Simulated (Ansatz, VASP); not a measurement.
# Mo: VASP beside Ansatz

```
CELL_PARAMETERS angstrom
4.40066 0.00000 0.00000
-2.20033 3.81108 0.00000
0.00000 0.00000 16.89830
ATOMIC_POSITIONS crystal
Mo 0.83333 0.16667 0.48350
Mo 0.16667 0.83333 0.51650
```

Alike in both runs: functional LDA; k mesh 9 × 9 × 1; occupations fermi-dirac, width 0.1 eV; no spin polarisation.

Ansatz relaxed the structure, and its values are those at the end. VASP's run is a single point on that final structure, the one shown.

```csv
,VASP,Ansatz
version,VASP 6.6.1,Ansatz 0.2.0
potentials or method,"VASP PAW LDA potentials, release 64 (Mo_sv), cutoff 520 eV","all-electron LAPW, scalar-relativistic"
```

Ansatz gave:

* rms of the force components (eV/Å): 0.001

**Question.** Estimate VASP's values.

**Answer.** rms of the force components (eV/Å): 0.013.

LDA's correlation is that of Perdew and Zunger in VASP and of Perdew and Wang (1992) in Ansatz. Ansatz ran all-electron here, and VASP with PAW potentials.
